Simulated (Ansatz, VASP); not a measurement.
Two plane-wave programs on PtS2

INCAR

```
PREC = Accurate
ENCUT = 500
EDIFF = 1E-6
ISMEAR = -1
SIGMA = 0.02
LREAL = F
LASPH = T
NELM = 200
ALGO = Normal
ISIF = 2
LWAVE = F
LCHARG = T
LNONCOLLINEAR = T
MAGMOM = 0 0 0 0 0 0 0 0 0
LORBIT = 11
LSORBIT = T
GGA_COMPAT = F
LORBMOM = T
LMAXMIX = 4
GGA = PE
LVHAR = T
NBANDS = 35
```

The input KPOINTS:

```
Automatic mesh
0
Gamma
  12 12 6
```

POSCAR

```
PtS2
1.0
    3.5526392528      0.0000000000      0.0000000000
   -1.7763196264      3.0766758434      0.0000000000
    0.0000000000      0.0000000000      5.1227220331
Pt S
1 2
Direct
    0.0000000000      0.0000000000      0.0000000000
    0.6666666667      0.3333333333      0.7607402620
    0.3333333333      0.6666666667      0.2392597380
```

Input for Ansatz:

```yaml
crystal:
  lattice:
    - [3.5526392528, 0.0, 0.0]
    - [-1.7763196264, 3.0766758434, 0.0]
    - [0.0, 0.0, 5.1227220331]
  atoms:
    - { symbol: Pt, position: [0.0, 0.0, 0.0] }
    - { symbol: S, position: [0.6666666667, 0.3333333333, 0.760740262] }
    - { symbol: S, position: [0.3333333333, 0.6666666667, 0.239259738] }
kpoints:
  mp_grid: { grid: [12, 12, 6] }
  band_path:
    path:
      - [0.0, 0.0, 0.0]
      - [0.5, 0.0, 0.0]
      - [0.3333333333, 0.3333333333, 0.0]
      - [0.0, 0.0, 0.5]
      - [0.5, 0.0, 0.5]
      - [0.3333333333, 0.3333333333, 0.5]
      - [0.0, 0.169271, 0.1875]
      - [0.0, 0.28125, 0.299479]
      - [0.0, 0.25, 0.3333333333]
    npoints: 1
hamiltonian:
  xc: pbe
scf:
  occupations: { method: fermi_dirac, width: 0.02 }
  n_extra_bands: 8
magnetization:
  noncollinear: true
  spin_orbit: true
output:
  forces: true
  stress: true
  eigenvalues: true
```

Alike in both runs: task single point; functional PBE; k mesh 12 × 12 × 6; occupations fermi-dirac, width 0.02 eV; non-collinear spin, spin-orbit coupling.

|  | VASP | Ansatz |
| --- | --- | --- |
| version | VASP 6.6.1 | Ansatz 0.2.0 |
| potentials or method | VASP PAW PBE potentials, release 64 (Pt, S) | plane waves, PAW |
| plane-wave cutoff (eV) | 500 | 420 |
| valence electrons in the cell | 22 | 30 |

VASP gave:

| Item | Value |
| --- | --- |
| pressure (GPa) | 3.4 |
| traceless stress, the component that is largest in VASP (GPa) | -0.76 |
| rms of the force components (eV/Å) | 0.030 |

Problem. What did Ansatz give for the same quantities?

Solution. Pressure (GPa): 3.7; traceless stress, the component that is largest in VASP (GPa): -0.88; rms of the force components (eV/Å): 0.040.

Atom by atom the forces differ by 0.010 eV/Å (rms over components). VASP's potentials hold 22 valence electrons a cell and Ansatz's 30, so a difference there can come from the potentials and not from the codes.
